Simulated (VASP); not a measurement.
# HgTe (F-43m) in VASP: notebook

HgTe is run at these levels: LDA, r2SCAN; tasks: single point.

All numbers are computed with VASP 6.6.1; they aren't measurements. Logs are shortened: lines on timing, memory, paths and dates and some standing lists are left out, and cuts for length are marked.

### 1 The cell of the first run

Symmetry: F-43m, No. 216, cubic system. Conventional cell: a = 6.436 Å, b = 6.436 Å, c = 6.436 Å, α = 90.00°, β = 90.00°, γ = 90.00°. Within 3.7 Å of Hg (site symmetry -43m) lie 4 Te at 2.79 Å. Within 3.7 Å of Te (site symmetry -43m) lie 4 Hg at 2.79 Å.

### 2 Single point, LDA

INCAR

```
ALGO = Normal ; EDIFF = 1E-7
ENCUT = 520 ; GGA = CA
ISIF = 2 ; ISMEAR = 0
LASPH = True ; LCHARG = False
LREAL = False ; LWAVE = False
NBANDS = 16 ; NELM = 60
PREC = Accurate ; SIGMA = 0.05
```

KPOINTS

```
k-points
0
Gamma
  8 8 8
```

POSCAR

```
HgTe
1.0
    0.0000000000      3.2178525649      3.2178525649
    3.2178525649      0.0000000000      3.2178525649
    3.2178525649      3.2178525649      0.0000000000
Hg Te
1 1
Direct
    0.0000000000      0.0000000000      0.0000000000
    0.2500000000      0.2500000000      0.2500000000
```

Potentials or basis: VASP PAW LDA potentials, release 64 (Hg, Te).

Run with:

```bash
$ cat potpaw_LDA.64/Hg/POTCAR potpaw_LDA.64/Te/POTCAR > POTCAR
$ mpirun -np 1 vasp_std > vasp.out
```

OUTCAR:

```text
EDIFF = 1E-7
   ENCUT = 520
   GGA = CA
   ISIF = 2
   ISMEAR = 0
   LASPH = True
   LREAL = False
   NELM = 60
   PREC = Accurate

 ion  position               nearest neighbor table
   1  0.000  0.000  0.000-   2 2.79   2 2.79   2 2.79   2 2.79
   2  0.250  0.250  0.250-   1 2.79   1 2.79   1 2.79   1 2.79

  LATTYP: Found a face centered cubic cell.
 ALAT       =     6.4357051298

  Lattice vectors:

 A1 = (   0.0000000000,   3.2178525649,   3.2178525649)
 A2 = (   3.2178525649,   0.0000000000,   3.2178525649)
 A3 = (   3.2178525649,   3.2178525649,   0.0000000000)

Analysis of symmetry for initial positions (statically):
=====================================================================
 Subroutine PRICEL returns:
 Original cell was already a primitive cell.

 Routine SETGRP: Setting up the symmetry group for a
 face centered cubic supercell.

 Subroutine GETGRP returns: Found 24 space group operations
 (whereof 24 operations were pure point group operations)
 out of a pool of 48 trial point group operations.

The static configuration has the point symmetry T_d .

Analysis of symmetry for dynamics (positions and initial velocities):
=====================================================================
 Subroutine PRICEL returns:
 Original cell was already a primitive cell.

 Routine SETGRP: Setting up the symmetry group for a
 face centered cubic supercell.

 Subroutine GETGRP returns: Found 24 space group operations
 (whereof 24 operations were pure point group operations)
 out of a pool of 48 trial point group operations.

The dynamic configuration has the point symmetry T_d .

 Subroutine INISYM returns: Found 24 space group operations
 (whereof 24 operations are pure point group operations),
 and found     1 'primitive' translations

----------------------------------------------------------------------------------------

                                     Primitive cell

  volume of cell :      66.6390

  direct lattice vectors                    reciprocal lattice vectors
     0.000000000  3.217852565  3.217852565    -0.155383129  0.155383129  0.155383129
     3.217852565  0.000000000  3.217852565     0.155383129 -0.155383129  0.155383129
     3.217852565  3.217852565  0.000000000     0.155383129  0.155383129 -0.155383129

  length of vectors
[... 80 lines left out ...]
   ENCUT  =  520.0 eV  38.22 Ry    6.18 a.u.   8.46  8.46  8.46*2*pi/ulx,y,z
   NELM   =     60;   NELMIN=  2; NELMDL= -5     # of ELM steps
   EDIFF  = 0.1E-06   stopping-criterion for ELM
   LREAL  =      F    real-space projection
   EDIFFG = 0.1E-05   stopping-criterion for IOM
   NSW    =      0    number of steps for IOM
   IBRION =     -1    ionic relax: 0-MD 1-quasi-New 2-CG
   NFREE  =      0    steps in history (QN), initial steepest desc. (CG)
   ISIF   =      2    stress and relaxation
   ISYM   =      2    0-nonsym 1-usesym 2-fastsym
   POTIM  = 0.5000    time-step for ionic-motion
   TEBEG  =    0.0;   TEEND  =   0.0 temperature during run
   PSTRESS=    0.0 pullay stress
   NELECT =      18.0000    total number of electrons
   NUPDOWN=      -1.0000    fix difference up-down
   EMIN   =  10.00;   EMAX   =-10.00  energy-range for DOS
   EFERMI =   0.00;   METHOD = LEGACY
   ISMEAR =     0;   SIGMA  =   0.05  broadening in eV -4-tet -1-fermi 0-gaus
   EFERMI_NEDOS =   21; number of points for ismear=-14 and -15
   IALGO  =     38    algorithm
   IMIX   =      4    mixing-type and parameters
     AMIX     =   0.40;   BMIX     =  1.00
     AMIX_MAG =   1.60;   BMIX_MAG =  1.00
  volume/ion in A,a.u.               =      33.32       224.85
  Fermi-wavevector in a.u.,A,eV,Ry     =   1.058253  1.999808 15.237158  1.119900
  Thomas-Fermi vector in A             =   2.193556
   LORBIT       =      0    0 simple, 1 ext, 2 COOP (PROOUT), +10 PAW based schemes
   GGA     = CA    functional components
   LHFCALC =     F    Hartree Fock is set to
   AEXX    =    0.0000 exact exchange contribution
   IVDW    =     0    specifies the selected vdW correction
   LEPSILON=     F    determine dielectric tensor
   LRPA    =     F    only Hartree local field effects (RPA)
 non-spin polarized calculation
 Gauss-broadening in eV      SIGMA  =   0.05
  energy-cutoff  :      520.00
  volume of cell :       66.64
 maximum number of plane-waves:      1814
 NGX is ok and might be reduce to    36
   NGX = 17   NGY = 17   NGZ = 17

 number of electron      18.0000000 magnetization

 Free energy of the ion-electron system (eV)
  ---------------------------------------------------
  ext. energy  EPLUGINS =         0.00000000
  ---------------------------------------------------
  free energy    TOTEN  =        -5.03565969 eV

  energy without entropy =       -5.03550905  energy(sigma->0) =       -5.03558437

 E-fermi :   3.0610     XC(G=0):  -9.1573

 val. band max:        3.0458033323   @ k =   0.0000   0.0000   0.0000
 cond. band min:       3.6447227642   @ k =   0.5000   0.0000   0.0000
 fundamental gap:      0.5989194319
 Fermi energy:         3.0610318096

 k-point     1 :       0.0000    0.0000    0.0000
  band No.  band energies     occupation
      1      -9.0908      2.00000
      2      -4.4079      2.00000
      3      -4.4079      2.00000
      4      -4.4079      2.00000
      5      -3.8589      2.00000
      6      -3.8589      2.00000
[... 433 lines left out ...]
      3      -4.2052      2.00000
      4      -3.9002      2.00000
      5      -3.8543      2.00000
      6      -3.4695      2.00000
[... 8 lines left out ...]
     15      12.7619      0.00000
     16      13.3068      0.00000

 [... further k-points ...]

------------------------ aborting loop because EDIFF is reached ----------------------------------------

  FORCE on cell =-STRESS in cart. coord.  units (eV):
  Direction    XX          YY          ZZ          XY          YZ          ZX
  --------------------------------------------------------------------------------------
  -------------------------------------------------------------------------------------
  Total        0.1073125      0.1073125      0.1073125     -0.0000000      0.0000000     -0.0000000
  in kB        2.5800759      2.5800759      2.5800759     -0.0000000      0.0000000     -0.0000000
  external PRESSURE =       2.5800759 kB  Pullay stress =       0.0000000 kB

 VOLUME and BASIS-vectors are now :
 -----------------------------------------------------------------------------
  energy-cutoff  :      520.00
  volume of cell :       66.64
      direct lattice vectors                 reciprocal lattice vectors
     0.000000000  3.217852565  3.217852565    -0.155383129  0.155383129  0.155383129
     3.217852565  0.000000000  3.217852565     0.155383129 -0.155383129  0.155383129
     3.217852565  3.217852565  0.000000000     0.155383129  0.155383129 -0.155383129

 POSITION                                       TOTAL-FORCE (eV/Angst)
 -----------------------------------------------------------------------------------
      0.00000      0.00000      0.00000         0.000000     -0.000000     -0.000000
      1.60893      1.60893      1.60893        -0.000000      0.000000      0.000000
 -----------------------------------------------------------------------------------
    total drift:                                0.000000      0.000000     -0.000000

  FREE ENERGIE OF THE ION-ELECTRON SYSTEM (eV)
  ---------------------------------------------------
  free  energy   TOTEN  =        -5.0356596920 eV

  energy  without entropy=       -5.0355090450  energy(sigma->0) =       -5.03558437
```

OSZICAR:

```text
N       E                     dE             d eps       ncg     rms          rms(c)
DAV:   1     0.104917172224E+03    0.10492E+03   -0.81090E+03   928   0.979E+02
DAV:   2    -0.139777890192E+01   -0.10631E+03   -0.99276E+02  1080   0.227E+02
DAV:   3    -0.523144489258E+01   -0.38337E+01   -0.38252E+01  1168   0.444E+01
DAV:   4    -0.526718931026E+01   -0.35744E-01   -0.35743E-01  1320   0.399E+00
DAV:   5    -0.526727375133E+01   -0.84441E-04   -0.84440E-04  1280   0.187E-01    0.789E+00
DAV:   6    -0.505282707588E+01    0.21445E+00   -0.40422E-01  1112   0.881E+00    0.620E+00
DAV:   7    -0.503867229212E+01    0.14155E-01   -0.93482E-02  1120   0.214E+00    0.218E+00
DAV:   8    -0.503599425998E+01    0.26780E-02   -0.10686E-02  1032   0.122E+00    0.516E-01
DAV:   9    -0.503566467528E+01    0.32958E-03   -0.70297E-04  1192   0.298E-01    0.118E-01
DAV:  10    -0.503565881769E+01    0.58576E-05   -0.65335E-05  1192   0.727E-02    0.496E-02
DAV:  11    -0.503566072934E+01   -0.19116E-05   -0.14833E-05  1144   0.338E-02    0.264E-02
DAV:  12    -0.503565967339E+01    0.10560E-05   -0.25640E-06  1024   0.137E-02    0.123E-02
DAV:  13    -0.503565969195E+01   -0.18561E-07   -0.21663E-07  1120   0.272E-03
   1 F= -.50356597E+01 E0= -.50355844E+01  d E =-.150647E-03
```

stdout:

```text
POSCAR found type information on POSCAR HgTe
 POSCAR found :  2 types and       2 ions
 scaLAPACK will be used
 LDA part: xc-table for (Slater(with rela. corr.)+CA(PZ))
 , standard interpolation
 POSCAR, INCAR and KPOINTS ok, starting setup
 FFT: planning ... GRIDC
 FFT: planning ... GRID_SOFT
 FFT: planning ... GRID
 WAVECAR not read
 entering main loop
```

Wall time 44 s (1 thread of Intel Xeon 8259CL, shared host); peak memory 0.18 GiB.

Results:

- Free energy: -5.0357 eV
- Pressure: 0.3 GPa
- Band gap on the k mesh: zero (filled and empty bands touch)

Levels at points of the mesh, in eV from the Fermi level:
```tsv
k point	band 5	band 6	band 7	band 8	band 9	band 10	band 11	band 12	band 13	band 14
(0.00, 0.00, 0.00)	-6.92	-6.92	-0.85	-0.02	-0.02	-0.02	4.12	4.12	4.12	6.22
(0.50, 0.00, 0.00)	-6.90	-6.61	-5.65	-1.04	-1.04	0.58	4.92	4.92	6.61	7.72
(0.50, 0.50, 0.00)	-6.86	-6.46	-5.57	-2.37	-2.37	1.80	2.27	8.06	8.79	8.79
```

Caveat: semilocal functionals underestimate gaps, so a narrow gap can read as zero; spin-orbit coupling is left out, which moves the levels of the heavy elements.

### 3 Single point, r2SCAN

This run uses another cell than the first one, of 35.49 Å³/atom.

POSCAR

```
HgTe
1.0
    0.0000000000      3.2862668798      3.2862668798
    3.2862668798      0.0000000000      3.2862668798
    3.2862668798      3.2862668798      0.0000000000
Hg Te
1 1
Direct
    0.0000000000      0.0000000000      0.0000000000
    0.2500000000      0.2500000000      0.2500000000
```

INCAR.step1

```
SYSTEM = HgTe
  PREC = Accurate
  ENCUT = 520
  ISMEAR = 0
  SIGMA = 0.05
  LREAL = .False.
  LASPH = .True.
  NELM = 80
  NBANDS = 16
  GGA = PE
  ALGO = Normal
  EDIFF = 1E-4
  LWAVE = .True.
  LCHARG = .False.
```

INCAR.step2

```
SYSTEM = HgTe
  PREC = Accurate
  ENCUT = 520
  EDIFF = 1E-6
  ISMEAR = 0
  SIGMA = 0.05
  LREAL = .False.
  LASPH = .True.
  NELM = 80
  ALGO = Normal
  ISIF = 2
  LWAVE = .False.
  LCHARG = .True.
  METAGGA = R2SCAN
  LMIXTAU = .True.
  LELF = .True.
  LVHAR = .True.
  NBANDS = 16
  ISTART = 1
```

KPOINTS

```
regular mesh
0
Gamma
  8 8 8
  0 0 0
```

Potentials or basis: VASP PAW PBE potentials, release 64 (Hg, Te).

Run with:

```bash
$ cat potpaw_PBE.64/Hg/POTCAR potpaw_PBE.64/Te/POTCAR > POTCAR
$ cp INCAR.step1 INCAR
$ mpirun -np 1 vasp_std > vasp.out
$ cp INCAR.step2 INCAR
$ mpirun -np 1 vasp_std > vasp.out
```

Run time: 3.1 min. Hardware: 1 thread of Intel Xeon 8259CL, shared host; peak memory 0.23 GiB.

It converged, with:

* Free energy: -75.1627 eV
* Pressure: 0.1 GPa
* Band gap on the k mesh: zero (filled and empty bands touch)

Levels at points of the mesh, in eV from the Fermi level:
```
           k point  band 5  band 6  band 7  band 8  band 9  band 10  band 11  band 12  band 13  band 14
(0.00, 0.00, 0.00)   -6.86   -6.86   -0.56   -0.02   -0.02    -0.02     4.64     4.64     4.64     6.80
(0.50, 0.00, 0.00)   -6.84   -6.57   -5.33   -0.94   -0.94     0.93     5.41     5.41     7.13     8.23
(0.50, 0.50, 0.00)   -6.80   -6.43   -5.32   -2.16   -2.16     2.08     2.85     8.50     9.22     9.22
```

Caveat: semilocal functionals underestimate gaps, so a narrow gap can read as zero; the PAW data sets were made with another functional, which shifts forces and pressure a little; spin-orbit coupling is left out, which moves the levels of the heavy elements.
